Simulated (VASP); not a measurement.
# Ir (P6_3/mmc) in VASP: further runs

Ir is run at these levels: PBEsol; tasks: single point, relaxation of cell and atoms.

Program: VASP 6.6.1. These are calculated values, not measurements. Logs are shortened: lines on timing, memory, paths and dates and some standing lists are left out, and cuts for length are marked.

### Step 1. The cell of the first run

It takes space group P6_3/mmc (No. 194, hexagonal). The conventional cell has a = 2.719 Å, b = 2.719 Å, c = 4.408 Å, α = 90.00°, β = 90.00°, γ = 120.00°. Ir (site symmetry -6m2) has 12 Ir at 2.71 to 2.72 Å within 3.6 Å.

This isn't the form of Ir at room conditions, which is fcc.

### Step 2. Single point, PBEsol

File INCAR:

```
SYSTEM = Ir
ALGO = Normal
EDIFF = 1E-6
ENCUT = 520
GGA = PS
ISIF = 2
ISMEAR = 0
LASPH = .True.
LCHARG = .False.
LREAL = .False.
LWAVE = .False.
NBANDS = 16
NELM = 100
PREC = Accurate
SIGMA = 0.1
```

File KPOINTS:

```
k-points
0
Gamma
  18 18 10
  0 0 0
```

File POSCAR:

```
Ir
1.0
    2.7189969351      0.0000000000      0.0000000000
   -1.3594984675      2.3547204186      0.0000000000
    0.0000000000      0.0000000000      4.4082208368
Ir
2
Direct
    0.6666666667      0.3333333333      0.7500000000
    0.3333333333      0.6666666667      0.2500000000
```

Potentials or basis: VASP PAW PBE potentials, release 64 (Ir).

Started as:

```console
cat potpaw_PBE.64/Ir/POTCAR > POTCAR
mpirun -np 1 vasp_std > vasp.out
```

OUTCAR:

```text
SYSTEM = Ir
   EDIFF = 1E-6
   ENCUT = 520
   GGA = PS
   ISIF = 2
   ISMEAR = 0
   LASPH = .True.
   LREAL = .False.
   NELM = 100
   PREC = Accurate

 ion  position               nearest neighbor table
   1  0.667  0.333  0.750-   2 2.71   2 2.71   2 2.71   2 2.71   2 2.71   2 2.71
   2  0.333  0.667  0.250-   1 2.71   1 2.71   1 2.71   1 2.71   1 2.71   1 2.71

  LATTYP: Found a hexagonal cell.
 ALAT       =     2.7189969351
 C/A-ratio  =     1.6212673063

  Lattice vectors:

 A1 = (   2.7189969351,   0.0000000000,   0.0000000000)
 A2 = (  -1.3594984675,   2.3547204186,   0.0000000000)
 A3 = (   0.0000000000,   0.0000000000,   4.4082208368)

Analysis of symmetry for initial positions (statically):
=====================================================================
 Subroutine PRICEL returns:
 Original cell was already a primitive cell.

 Routine SETGRP: Setting up the symmetry group for a
 hexagonal supercell.

 Subroutine GETGRP returns: Found 24 space group operations
 (whereof 12 operations were pure point group operations)
 out of a pool of 24 trial point group operations.

The static configuration has the point symmetry D_3d.
 The point group associated with its full space group is D_6h.

Analysis of symmetry for dynamics (positions and initial velocities):
=====================================================================
 Subroutine PRICEL returns:
 Original cell was already a primitive cell.

 Routine SETGRP: Setting up the symmetry group for a
 hexagonal supercell.

 Subroutine GETGRP returns: Found 24 space group operations
 (whereof 12 operations were pure point group operations)
 out of a pool of 24 trial point group operations.

The dynamic configuration has the point symmetry D_3d.
 The point group associated with its full space group is D_6h.

 Subroutine INISYM returns: Found 24 space group operations
 (whereof 12 operations are pure point group operations),
 and found     1 'primitive' translations

----------------------------------------------------------------------------------------

                                     Primitive cell

  volume of cell :      28.2235

  direct lattice vectors                    reciprocal lattice vectors
     2.718996935  0.000000000  0.000000000     0.367782687  0.212339434  0.000000000
    -1.359498467  2.354720419  0.000000000     0.000000000  0.424678867  0.000000000
     0.000000000  0.000000000  4.408220837     0.000000000  0.000000000  0.226848889

  length of vectors
     2.718996935  2.718996935  4.408220837     0.424678867  0.424678867  0.226848889

  position of ions in fractional coordinates (direct lattice)
     0.666666667  0.333333333  0.750000000
     0.333333333  0.666666667  0.250000000

  ion indices of the primitive-cell ions
   primitive index   ion index
                 1           1
                 2           2

----------------------------------------------------------------------------------------

 KPOINTS: k-points

Automatic generation of k-mesh.
 Grid dimensions read from file:
 generate k-points for:   18   18   10

 Generating k-lattice:

  Cartesian coordinates                     Fractional coordinates (reciprocal lattice)
     0.020432372  0.011796635  0.000000000     0.055555556  0.000000000  0.000000000
     0.000000000  0.023593270  0.000000000     0.000000000  0.055555556  0.000000000
     0.000000000  0.000000000  0.022684889     0.000000000  0.000000000  0.100000000

  Length of vectors
     0.023593270  0.023593270  0.022684889

  Shift w.r.t. Gamma in fractional coordinates (k-lattice)
     0.000000000  0.000000000  0.000000000

 Subroutine IBZKPT returns following result:
 ===========================================

 Found    222 irreducible k-points:

 Following reciprocal coordinates:
            Coordinates               Weight
  0.000000  0.000000  0.000000      1.000000
  0.055556 -0.000000  0.000000      6.000000
  0.111111 -0.000000  0.000000      6.000000
  0.166667  0.000000  0.000000      6.000000
  0.222222 -0.000000  0.000000      6.000000
  0.277778 -0.000000  0.000000      6.000000
[... 16 lines left out ...]
  0.333333  0.111111  0.000000     12.000000
  0.388889  0.111111  0.000000     12.000000
 [... further k-points ...]
   k-points           NKPTS =    222   k-points in BZ     NKDIM =    222   number of bands    NBANDS=     16
   number of dos      NEDOS =    301   number of ions     NIONS =      2
   total plane-waves  NPLWV =  14400
   dimension x,y,z NGX =    20 NGY =   20 NGZ =   36
   dimension x,y,z NGXF=    40 NGYF=   40 NGZF=   72
   ions per type =               2
   NGX,Y,Z   is equivalent  to a cutoff of  12.23, 12.23, 13.58 a.u.
   NGXF,Y,Z  is equivalent  to a cutoff of  24.46, 24.46, 27.15 a.u.
 SYSTEM =  Ir
   PREC   = accura    normal or accurate (medium, high low for compatibility)
   ISTART =      0    job   : 0-new  1-cont  2-samecut
   ICHARG =      2    charge: 1-file 2-atom 10-const
   ISPIN  =      1    spin polarized calculation?
   LNONCOLLINEAR =      F non collinear calculations
   LSORBIT =      F    spin-orbit coupling
   LASPH  =      T    aspherical Exc in radial PAW
   ENCUT  =  520.0 eV  38.22 Ry    6.18 a.u.   5.06  5.06  8.20*2*pi/ulx,y,z
   NELM   =    100;   NELMIN=  2; NELMDL= -5     # of ELM steps
   EDIFF  = 0.1E-05   stopping-criterion for ELM
   LREAL  =      F    real-space projection
   EDIFFG = 0.1E-04   stopping-criterion for IOM
   NSW    =      0    number of steps for IOM
   IBRION =     -1    ionic relax: 0-MD 1-quasi-New 2-CG
   NFREE  =      0    steps in history (QN), initial steepest desc. (CG)
   ISIF   =      2    stress and relaxation
   ISYM   =      2    0-nonsym 1-usesym 2-fastsym
   POTIM  = 0.5000    time-step for ionic-motion
   TEBEG  =    0.0;   TEEND  =   0.0 temperature during run
   PSTRESS=    0.0 pullay stress
   NELECT =      18.0000    total number of electrons
   NUPDOWN=      -1.0000    fix difference up-down
   EMIN   =  10.00;   EMAX   =-10.00  energy-range for DOS
   EFERMI =   0.00;   METHOD = LEGACY
   ISMEAR =     0;   SIGMA  =   0.10  broadening in eV -4-tet -1-fermi 0-gaus
   EFERMI_NEDOS =   21; number of points for ismear=-14 and -15
   IALGO  =     38    algorithm
   IMIX   =      4    mixing-type and parameters
     AMIX     =   0.40;   BMIX     =  1.00
     AMIX_MAG =   1.60;   BMIX_MAG =  1.00
  volume/ion in A,a.u.               =      14.11        95.23
  Fermi-wavevector in a.u.,A,eV,Ry     =   1.409165  2.662936 27.017716  1.985746
  Thomas-Fermi vector in A             =   2.531249
   LORBIT       =      0    0 simple, 1 ext, 2 COOP (PROOUT), +10 PAW based schemes
   GGA     = PS    functional components
   LHFCALC =     F    Hartree Fock is set to
   AEXX    =    0.0000 exact exchange contribution
   IVDW    =     0    specifies the selected vdW correction
   LEPSILON=     F    determine dielectric tensor
   LRPA    =     F    only Hartree local field effects (RPA)
 non-spin polarized calculation
 Gauss-broadening in eV      SIGMA  =   0.10
  energy-cutoff  :      520.00
  volume of cell :       28.22
 maximum number of plane-waves:       780
   NGX = 11   NGY = 11   NGZ = 17

 number of electron      18.0000000 magnetization

 Free energy of the ion-electron system (eV)
  ---------------------------------------------------
  ext. energy  EPLUGINS =         0.00000000
  ---------------------------------------------------
  free energy    TOTEN  =       -19.49218781 eV

  energy without entropy =      -19.48218024  energy(sigma->0) =      -19.48718403

 E-fermi :  10.4216     XC(G=0): -14.1158

 val. band max:       10.4212185263   @ k =   0.3333  -0.0000   0.4000
 cond. band min:      10.4225842238   @ k =   0.3889  -0.0000   0.0000
 fundamental gap:      0.0013656975
 Fermi energy:        10.4216024610

 k-point     1 :       0.0000    0.0000    0.0000
  band No.  band energies     occupation
      1      -0.9284      2.00000
      2       2.1431      2.00000
      3       6.4243      2.00000
      4       6.5256      2.00000
      5       6.5256      2.00000
      6       7.1940      2.00000
[... 8 lines left out ...]
     15      26.8207      0.00000
     16      27.9008      0.00000

 k-point     2 :       0.0556   -0.0000    0.0000
  band No.  band energies     occupation
      1      -0.8066      2.00000
      2       2.2526      2.00000
      3       6.1853      2.00000
      4       6.6285      2.00000
      5       6.7377      2.00000
      6       7.1253      2.00000
[... 8 lines left out ...]
     15      26.9835      0.00000
     16      28.0994      0.00000

 k-point     3 :       0.1111   -0.0000    0.0000
  band No.  band energies     occupation
      1      -0.4506      2.00000
      2       2.5600      2.00000
      3       5.8544      2.00000
      4       6.8746      2.00000
      5       6.9328      2.00000
      6       7.0945      2.00000
[... 8 lines left out ...]
     15      27.4144      0.00000
     16      28.5217      0.00000

 k-point     4 :       0.1667    0.0000    0.0000
  band No.  band energies     occupation
      1       0.1085      2.00000
      2       2.9856      2.00000
      3       5.5314      2.00000
      4       6.3943      2.00000
      5       6.6396      2.00000
      6       7.4249      2.00000
[... 8 lines left out ...]
     15      27.6851      0.00000
     16      28.2318      0.00000

 k-point     5 :       0.2222   -0.0000    0.0000
  band No.  band energies     occupation
      1       0.8103      2.00000
      2       3.3402      2.00000
      3       5.3761      2.00000
      4       5.5393      2.00000
      5       6.4286      2.00000
      6       7.1257      2.00000
[... 8 lines left out ...]
     15      26.8879      0.00000
     16      27.2005      0.00000

 k-point     6 :       0.2778   -0.0000    0.0000
  band No.  band energies     occupation
      1       1.5524      2.00000
      2       3.3949      2.00000
      3       4.8018      2.00000
      4       5.5208      2.00000
      5       6.4206      2.00000
      6       6.8333      2.00000
[... 8 lines left out ...]
     15      25.6956      0.00000
     16      25.9219      0.00000

 k-point     7 :       0.3333   -0.0000    0.0000
  band No.  band energies     occupation
      1       2.1861      2.00000
      2       3.2194      2.00000
      3       4.2096      2.00000
      4       5.8142      2.00000
      5       6.5829      2.00000
      6       6.7241      2.00000
[... 8 lines left out ...]
     15      24.2770      0.00000
     16      25.1223      0.00000

 k-point     8 :       0.3889   -0.0000    0.0000
  band No.  band energies     occupation
      1       2.5834      2.00000
      2       3.0121      2.00000
      3       3.7775      2.00000
      4       6.2159      2.00000
      5       6.3925      2.00000
      6       6.9452      2.00000
[... 8 lines left out ...]
     15      23.0536      0.00000
     16      24.5276      0.00000

 k-point     9 :       0.4444   -0.0000    0.0000
  band No.  band energies     occupation
      1       2.7350      2.00000
      2       2.8886      2.00000
      3       3.5147      2.00000
      4       6.2740      2.00000
      5       6.6623      2.00000
      6       6.8359      2.00000
[... 8 lines left out ...]
     15      22.1881      0.00000
     16      22.6141      0.00000
[... 172 lines left out ...]
 k-point    19 :       0.1111    0.1111    0.0000
  band No.  band energies     occupation
      1       0.4344      2.00000
      2       3.2502      2.00000
      3       5.2823      2.00000
      4       6.0805      2.00000
      5       6.5981      2.00000
      6       6.9822      2.00000
[... 8 lines left out ...]
     15      26.5506      0.00000
     16      28.0468      0.00000

 k-point    20 :       0.1667    0.1111    0.0000
  band No.  band energies     occupation
      1       1.1258      2.00000
      2       3.6509      2.00000
      3       5.0179      2.00000
      4       5.3616      2.00000
      5       6.4534      2.00000
      6       6.6587      2.00000
[... 8 lines left out ...]
     15      25.1997      0.00000
     16      27.0616      0.00000

 k-point    21 :       0.2222    0.1111    0.0000
  band No.  band energies     occupation
      1       1.8744      2.00000
      2       3.7560      2.00000
      3       4.7115      2.00000
      4       5.0606      2.00000
      5       6.4127      2.00000
      6       6.4696      2.00000
[... 8 lines left out ...]
     15      23.9508      0.00000
     16      26.1969      0.00000

 k-point    22 :       0.2778    0.1111    0.0000
  band No.  band energies     occupation
      1       2.5332      2.00000
      2       3.5678      2.00000
      3       4.1768      2.00000
      4       5.3834      2.00000
      5       6.2449      2.00000
      6       6.7327      2.00000
[... 8 lines left out ...]
     15      22.6079      0.00000
     16      25.4954      0.00000

 k-point    23 :       0.3333    0.1111    0.0000
  band No.  band energies     occupation
      1       2.9546      2.00000
      2       3.3444      2.00000
      3       3.7816      2.00000
      4       5.8316      2.00000
      5       6.1532      2.00000
      6       6.9859      2.00000
[... 8 lines left out ...]
     15      21.3418      0.00000
     16      24.9721      0.00000

 k-point    24 :       0.3889    0.1111    0.0000
  band No.  band energies     occupation
      1       3.1171      2.00000
      2       3.2109      2.00000
      3       3.5395      2.00000
      4       6.1229      2.00000
      5       6.2853      2.00000
      6       6.7908      2.00000
[... 8 lines left out ...]
     15      21.0188      0.00000
     16      23.7523      0.00000

 [... further k-points ...]

------------------------ aborting loop because EDIFF is reached ----------------------------------------

  FORCE on cell =-STRESS in cart. coord.  units (eV):
  Direction    XX          YY          ZZ          XY          YZ          ZX
  --------------------------------------------------------------------------------------
  -------------------------------------------------------------------------------------
  Total        0.1702347      0.1702347      0.1729515      0.0000000     -0.0000000      0.0000000
  in kB        9.6637829      9.6637829      9.8180110      0.0000000     -0.0000000      0.0000000
  external PRESSURE =       9.7151922 kB  Pullay stress =       0.0000000 kB

 VOLUME and BASIS-vectors are now :
 -----------------------------------------------------------------------------
  energy-cutoff  :      520.00
  volume of cell :       28.22
      direct lattice vectors                 reciprocal lattice vectors
     2.718996935  0.000000000  0.000000000     0.367782687  0.212339434  0.000000000
    -1.359498467  2.354720419  0.000000000     0.000000000  0.424678867  0.000000000
     0.000000000  0.000000000  4.408220837     0.000000000  0.000000000  0.226848889

 POSITION                                       TOTAL-FORCE (eV/Angst)
 -----------------------------------------------------------------------------------
      1.35950      0.78491      3.30617        -0.000000      0.000000      0.000000
     -0.00000      1.56981      1.10206         0.000000     -0.000000      0.000000
 -----------------------------------------------------------------------------------
    total drift:                                0.000000     -0.000000     -0.000000

  FREE ENERGIE OF THE ION-ELECTRON SYSTEM (eV)
  ---------------------------------------------------
  free  energy   TOTEN  =       -19.4921878081 eV

  energy  without entropy=      -19.4821802431  energy(sigma->0) =      -19.48718403
```

It took 46 s on 1 thread of AMD EPYC 9R45 (Zen 5), shared host; peak memory 0.18 GiB.

What came out:

* Free energy: -19.4922 eV
* Pressure: 1.0 GPa
* Band gap on the k mesh: zero (bands 9 and 10 overlap by 3.37 eV)

Caveat: the PAW data sets were made with another functional, which shifts forces and pressure a little; spin-orbit coupling is left out, which moves the levels of the heavy elements.

### Step 3. Relaxation of cell and atoms, PBEsol

File INCAR:

```
  PREC = Accurate
  ENCUT = 600
  EDIFF = 1E-7
  ISMEAR = 0
  SIGMA = 0.1
  LREAL = F
  LASPH = T
  NELM = 60
  ALGO = Normal
  ISIF = 3
  LWAVE = F
  LCHARG = F
  GGA = PS
  IBRION = 2
  NSW = 100
  EDIFFG = -0.01
```

File KPOINTS:

```
regular mesh
0
Gamma
  18 18 10
```

File POSCAR:

```
Ir
1.0
    2.7165646047      0.0000000000      0.0000000000
   -1.3582823023      2.3526139587      0.0000000000
    0.0000000000      0.0000000000      4.4076892611
Ir
2
Direct
    0.6666666667      0.3333333333      0.7500000000
    0.3333333333      0.6666666667      0.2500000000
```

Potentials or basis: VASP PAW PBE potentials, release 64 (Ir).

Started as:

```console
cat potpaw_PBE.64/Ir/POTCAR > POTCAR
mpirun -np 1 vasp_std > vasp.out
```

Run time: 2.5 min. Hardware: 1 thread of AMD EPYC 9R45 (Zen 5), shared host; peak memory 0.2 GiB.

The run converged. Its results:

```yaml
Free_energy: -19.4925 eV
Relaxed_volume: 14.15 Å³/atom
Relaxed_cell: a = 2.722 Å, b = 2.722 Å, c = 4.411 Å, α = 90.00°, β = 90.00°, γ = 120.00°
Space_group_after_relaxing_to_0.1_Å: P6_3/mmc (No. 194)
Energy_gained_by_relaxing: 0.4 meV/atom
Ionic_steps: 5
Pressure_after_relaxing: 0.0 GPa
Band_gap_on_the_k_mesh: zero (bands 9 and 10 overlap by 3.36 eV)
```

Stress tensor (GPa, compression positive):
```
0.00 0.00 0.00
0.00 0.00 0.00
0.00 0.00 0.09
```

The path:
```tsv
step	energy change (eV)	largest force (eV/Å)	pressure (GPa)	volume (Å³)
1	0.0000	0.0000	1.78	28.17
2	0.0101	0.0000	-6.63	28.81
3	-0.0007	0.0000	-0.01	28.30
4	-0.0007	0.0000	0.02	28.30
5	-0.0007	0.0000	0.03	28.30
```

Final structure:
```
Ir
1.0
     2.72157    0.00000    0.00000
    -1.36079    2.35695    0.00000
     0.00000    0.00000    4.41124
Ir
2
Direct
  0.66667 0.33333 0.75000
  0.33333 0.66667 0.25000
```

Levels at points of the mesh, in eV from the Fermi level:
| k point | band 7 | band 8 | band 9 | band 10 | band 11 | band 12 |
| --- | --- | --- | --- | --- | --- | --- |
| (0.00, 0.00, 0.00) | -3.21 | -2.41 | -2.41 | -0.89 | 0.27 | 0.27 |
| (0.50, 0.00, 0.00) | -3.02 | 0.71 | 0.98 | 1.13 | 2.94 | 4.39 |
| (0.00, 0.00, 0.50) | -4.00 | -4.00 | -0.48 | -0.48 | -0.48 | -0.48 |
| (0.50, 0.00, 0.50) | -1.02 | -1.02 | 0.96 | 0.96 | 2.00 | 2.00 |

Caveat: the PAW data sets were made with another functional, which shifts forces and pressure a little; spin-orbit coupling is left out, which moves the levels of the heavy elements.

(Continued in part 2 of 2.)
